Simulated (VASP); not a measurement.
Input of a VASP 6.6.1 run:

The input INCAR:

```
SYSTEM = Ba
ALGO = Normal
EDIFF = 1E-7
EDIFFG = -0.002
ENCUT = 600
IBRION = 2
ISIF = 3
ISMEAR = 0
LASPH = .TRUE.
LCHARG = .FALSE.
LREAL = .FALSE.
LWAVE = .FALSE.
NELM = 100
NSW = 100
PREC = Accurate
SIGMA = 0.1
```

The input KPOINTS:

```
k-points
0
G
  10 10 10
  0 0 0
```

File POSCAR:

```
Ba
1.0
   -2.5125000000      2.5125000000      2.5125000000
    2.5125000000     -2.5125000000      2.5125000000
    2.5125000000      2.5125000000     -2.5125000000
Ba
1
Direct
    0.0000000000      0.0000000000      0.0000000000
```

Potentials or basis: VASP PAW LDA potentials, release 64 (Ba_sv).

Launch:

```bash
$ cat potpaw_LDA.64/Ba_sv/POTCAR > POTCAR
$ mpirun -np 1 vasp_std > vasp.out
```

Question: Estimate the relaxed cell.

Answer: a = 4.139 Å, b = 4.139 Å, c = 4.139 Å, α = 109.47°, β = 109.47°, γ = 109.47°.

Question: What does it give for the band gap on the k mesh?

Answer: Zero (bands 5 and 6 overlap by 1.20 eV).

Question: What does it give for the space group after relaxing (to 0.1 Å)?

Answer: Im-3m (No. 229).

The path:
```
step  energy change (eV)  largest force (eV/Å)  pressure (GPa)  volume (Å³)
   1              0.0000                0.0000           -1.30        63.44
   2             -0.0298                0.0000           -0.75        58.83
   3             -0.0403                0.0000           -0.08        54.88
   4             -0.0404                0.0000            0.01        54.42
   5             -0.0404                0.0000           -0.02        54.59
   6             -0.0404                0.0000           -0.03        54.59
   7             -0.0404                0.0000           -0.02        54.59
   8             -0.0404                0.0000           -0.02        54.59
   9             -0.0404                0.0000           -0.02        54.59
  10             -0.0404                0.0000           -0.02        54.59
  11             -0.0404                0.0000           -0.02        54.59
  12             -0.0404                0.0000            0.00        54.58
```

Caveat: spin-orbit coupling is left out, which moves the levels of the heavy elements. LDA usually gives volumes a few per cent too small.
